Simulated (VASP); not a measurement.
A run of VASP 6.6.1:

The input INCAR:

```
SYSTEM = Bi2Te3
  PREC = Accurate
  ENCUT = 520
  EDIFF = 1E-6
  ISMEAR = -1
  SIGMA = 0.02
  LREAL = .False.
  LASPH = .True.
  NELM = 100
  ALGO = Normal
  ISIF = 2
  LWAVE = .False.
  LCHARG = .False.
  GGA = PE
  NBANDS = 32
```

File KPOINTS:

```
Automatic mesh
0
Gamma
  8 8 8
  0 0 0
```

POSCAR

```
Bi2Te3
1.0
    2.1957255919      1.2677027616     10.4535441813
   -2.1957255919      1.2677027616     10.4535441813
    0.0000000000     -2.5354055231     10.4535441813
Bi Te
2 3
Direct
    0.3983611987      0.3983611987      0.3983611987
    0.6016388013      0.6016388013      0.6016388013
    0.2135932505      0.2135932505      0.2135932505
    0.7864067495      0.7864067495      0.7864067495
    0.0000000000      0.0000000000      0.0000000000
```

Potentials or basis: VASP PAW PBE potentials, release 64 (Bi_d, Te).

The run is started by

```bash
$ cat potpaw_PBE.64/Bi_d/POTCAR potpaw_PBE.64/Te/POTCAR > POTCAR
$ mpirun -np 1 vasp_std > vasp.out
```

Hardware: 1 thread of Oxide Virtual Turin-like Processor (shared host).

Problem. Estimate the wall time of this run.

Solution. Wall time 43 min on 1 thread of Oxide Virtual Turin-like Processor, on a shared host, peak memory 1.1 GiB. Counts: scf iterations 14, k points 65.
